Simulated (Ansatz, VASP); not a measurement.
## Ru: VASP beside Ansatz

```
CELL_PARAMETERS angstrom
2.67598 0.00000 0.00000
-1.33799 2.31747 0.00000
0.00000 0.00000 4.22629
ATOMIC_POSITIONS crystal
Ru 0.33333 0.66667 0.25000
Ru 0.66667 0.33333 0.75000
```

Alike in both runs: functional LDA; k mesh 15 × 15 × 8; occupations fermi-dirac, width 0.15 eV; no spin polarisation.

Ansatz relaxed the structure, and its values are those at the end. VASP's run is a single point on that final structure, the one shown.

|  | VASP | Ansatz |
| --- | --- | --- |
| version | VASP 6.6.1 | Ansatz 0.2.0 |
| potentials or method | VASP PAW LDA potentials, release 64 (Ru_pv), cutoff 520 eV | scalar-relativistic, plane waves, PAW |
| valence electrons in the cell | 28 | 32 |

```tsv
	VASP	Ansatz	Ansatz less VASP
gap on the k mesh at the Fermi level (eV)	none	none	-
pressure (GPa)	0.9	0.0	-0.92
```

Ansatz warns that its potentials were made for another functional, while VASP's fit it. LDA's correlation is that of Perdew and Zunger in VASP and of Perdew and Wang (1992) in Ansatz. A gap of «none» marks a metal or a gap that the smearing closes. VASP's potentials hold 28 valence electrons a cell and Ansatz's 32, so a difference there can come from the potentials and not from the codes.
